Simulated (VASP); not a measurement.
Wanted: the native input for a VASP 6.6.1 run.

```yaml
Task: single point
Functional: PBE
Potentials_or_basis: VASP PAW PBE potentials, release 64 (Li_sv, Cl)
Cutoff: 520 eV
k_mesh: 8 × 8 × 8
Occupations: gaussian, width 0.05 eV
Spin: no spin polarisation
Dipole_correction: no
Further_INCAR_settings: ALGO = Normal; EDIFF = 1e-07; NBANDS = 12
```

The structure of LiCl lies in POSCAR:

```
LiCl
1.0
    0.0000000000      2.6288790000      2.6929980000
    2.6288790000      0.0000000000      2.6929980000
    2.6288790000      2.6288790000      0.0000000000
Li Cl
1 1
Direct
    0.0000000000      0.0000000000      0.0000000000
    0.5000000000      0.5000000000      0.5000000000
```

This cell differs from its parent crystal: strain +0.025 along x and y, +0.050 along z.

These files were run (other wordings do the same):

INCAR

```
ALGO = Normal
EDIFF = 1E-7
ENCUT = 520
GGA = PE
ISIF = 2
ISMEAR = 0
LASPH = T
LCHARG = F
LREAL = F
LWAVE = F
NBANDS = 12
NELM = 80
PREC = Accurate
SIGMA = 0.05
```

KPOINTS

```
k-points
0
Gamma
  8 8 8
```

Potentials or basis: VASP PAW PBE potentials, release 64 (Li_sv, Cl).

Command:

```bash
$ cat potpaw_PBE.64/Li_sv/POTCAR potpaw_PBE.64/Cl/POTCAR > POTCAR
$ mpirun -np 1 vasp_std > vasp.out
```

It gave:

```
Band gap on the k mesh : 5.78 eV, direct
```

Caveat: the cell differs from its parent crystal (strain +0.025 along x and y, +0.050 along z).

Run time: 52 s on 1 thread of Intel Xeon 8259CL, on a shared host, peak memory 0.16 GiB.
